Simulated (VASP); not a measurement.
The system is NaF.

```
Na F
1.0
     0.00000    2.28589    2.28589
     2.28589    0.00000    2.28589
     2.28589    2.28589    0.00000
Na F
1 1
Direct
  0.00000 0.00000 0.00000
  0.50000 0.50000 0.50000
```

```yaml
Program: VASP 6.6.1
Task: relaxation of cell and atoms
Functional: PBE
Dispersion: D3(BJ)
Potentials_or_basis: VASP PAW PBE potentials, release 64 (Na_pv, F)
Cutoff: 600 eV
k_mesh: 8 × 8 × 8
Occupations: gaussian, width 0.02 eV
Spin: no spin polarisation
```

At the start: pressure 1.8 GPa; volume 11.94 Å³/atom.

Task: Where does the relaxation end?

Result: Over 3 steps the energy falls by 2.3 meV/atom and the volume is 12.37 Å³/atom (+3.6 %); space group Fm-3m (No. 225, to 0.1 Å) before and after.

The path:
```csv
step,energy change (eV),largest force (eV/Å),pressure (GPa),volume (Å³)
1,0.0000,0.0000,1.83,23.89
2,-0.0037,0.0000,0.73,24.36
3,-0.0045,0.0000,-0.06,24.74
```

Final structure:
```
Na F
1.0
     0.00000    2.31270    2.31270
     2.31270    0.00000    2.31270
     2.31270    2.31270    0.00000
Na F
1 1
Cartesian
  0.0000 0.0000 0.0000
  2.3127 2.3127 2.3127
```
